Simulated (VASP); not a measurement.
NaTiO2, 4 atoms in the cell. Symmetry: R-3m, No. 166, trigonal system. The conventional cell has a = 2.988 Å, b = 2.988 Å, c = 16.061 Å, α = 90.00°, β = 90.00°, γ = 120.00°. Within 3.2 Å of Na (site symmetry -3m) lie 6 O at 2.33 Å and 6 Na at 2.99 Å and 6 Ti at 3.18 Å. Within 2.7 Å of Ti (site symmetry -3m) lie 6 O at 2.05 Å. Within 2.7 Å of O (site symmetry 3m) lie 3 Ti at 2.05 Å and 3 Na at 2.33 Å. 

| Item | Value |
| --- | --- |
| Program | VASP 6.6.1 |
| Task | single point |
| Functional | PBEsol |
| Potentials or basis | VASP PAW PBE potentials, release 64 (Na_pv, Ti_sv, O) |
| Cutoff | 520 eV |
| k mesh | 10 × 10 × 10 |
| Occupations | fermi-dirac, width 0.1 eV |
| Spin | no spin polarisation |
| Dipole correction | no |
| Further INCAR settings | ALGO = Normal; EDIFF = 1e-06; NBANDS = 24 |

Potentials or basis: VASP PAW PBE potentials, release 64 (Na_pv, Ti_sv, O).

Run with:

```sh
$ cat potpaw_PBE.64/Na_pv/POTCAR potpaw_PBE.64/Ti_sv/POTCAR potpaw_PBE.64/O/POTCAR > POTCAR
$ mpirun -np 1 vasp_std > vasp.out
```

Hardware: 1 thread of Intel(R) Xeon(R) Platinum 8559C (Emerald Rapids), with other jobs on the host.

Q: How long does it take, and how much memory?

A: It took 2.6 min on 1 thread of Intel(R) Xeon(R) Platinum 8559C (Emerald Rapids), on a shared host, peak memory 0.31 GiB. Counts: scf iterations 15, k points 116.
